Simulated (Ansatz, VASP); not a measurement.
## One calculation of Pd, two programs

The input INCAR:

```
SYSTEM = Pd
  PREC = Accurate
  ENCUT = 520
  EDIFF = 1E-7
  ISMEAR = -1
  SIGMA = 0.05
  LREAL = .FALSE.
  LASPH = .TRUE.
  NELM = 150
  ALGO = Normal
  ISIF = 2
  LWAVE = .FALSE.
  LCHARG = .FALSE.
  ISPIN = 2
  MAGMOM = 0.5 0.5 -0.5 -0.5
  LORBIT = 11
  LMAXMIX = 4
  GGA = CA
  NBANDS = 32
```

File KPOINTS:

```
Automatic mesh
0
G
  15 15 4
  0 0 0
```

The input POSCAR:

```
Pd
1.0
    2.7411302482      0.0000000000      0.0000000000
   -1.3705651241      2.3738884300      0.0000000000
    0.0000000000      0.0000000000      9.0639869131
Pd
4
Direct
    1.0000000000      0.0000000000      1.0000000000
    1.0000000000      1.0000000000      0.5000000000
    0.3333333333      0.6666666667      0.2500000000
    0.6666666667      0.3333333333      0.7500000000
```

Input for Ansatz:

```yaml
crystal:
  lattice:
    - [2.7411302482, 0.0, 0.0]
    - [-1.3705651241, 2.37388843, 0.0]
    - [0.0, 0.0, 9.0639869131]
  atoms:
    - { symbol: Pd, position: [1.0, 0.0, 1.0], spin: 0.5 }
    - { symbol: Pd, position: [1.0, 1.0, 0.5], spin: 0.5 }
    - { symbol: Pd, position: [0.3333333333, 0.6666666667, 0.25], spin: -0.5 }
    - { symbol: Pd, position: [0.6666666667, 0.3333333333, 0.75], spin: -0.5 }
hamiltonian:
  xc: lda
  pseudopotentials:
    kind: paw
    azcp:
      Pd: "pseudopotentials/Pd.paw.azcp"
basis:
  ecutwfc: 420
  fft_grid_basis: typed
kpoints:
  mp_grid: { grid: [15, 15, 4], shift: [0, 0, 0] }
magnetization:
  spin_polarized: true
scf:
  occupations: { method: fermi_dirac, width: 0.05 }
  lower_state_search: "off"
output:
  stress: true
  write_density: true
  write_potential: true
  elf: true
  volumetric_format: npy
```

Alike in both runs: task single point; functional LDA; k mesh 15 × 15 × 4; occupations fermi-dirac, width 0.05 eV; collinear spin.

```csv
,VASP,Ansatz
version,VASP 6.6.1,Ansatz 0.2.0
potentials or method,"VASP PAW LDA potentials, release 64 (Pd), cutoff 520 eV","plane waves (420 eV) with PAW, scalar-relativistic"
valence electrons in the cell,40,72
```

|  | VASP | Ansatz | Ansatz less VASP |
| --- | --- | --- | --- |
| pressure (GPa) | -7.7 | -8.0 | -0.24 |
| traceless stress, the component that is largest in VASP (GPa) | -0.14 | -0.10 | +0.043 |
| net moment per atom (μB) | 0.00 | 0.00 | -0.001 |

Ansatz warns that its potentials were made for another functional, while VASP's fit it. LDA's correlation is that of Perdew and Zunger in VASP and of Perdew and Wang (1992) in Ansatz. VASP's potentials hold 40 valence electrons a cell and Ansatz's 72, so a difference there can come from the potentials and not from the codes. Ansatz's warnings: seeded moment not kept.
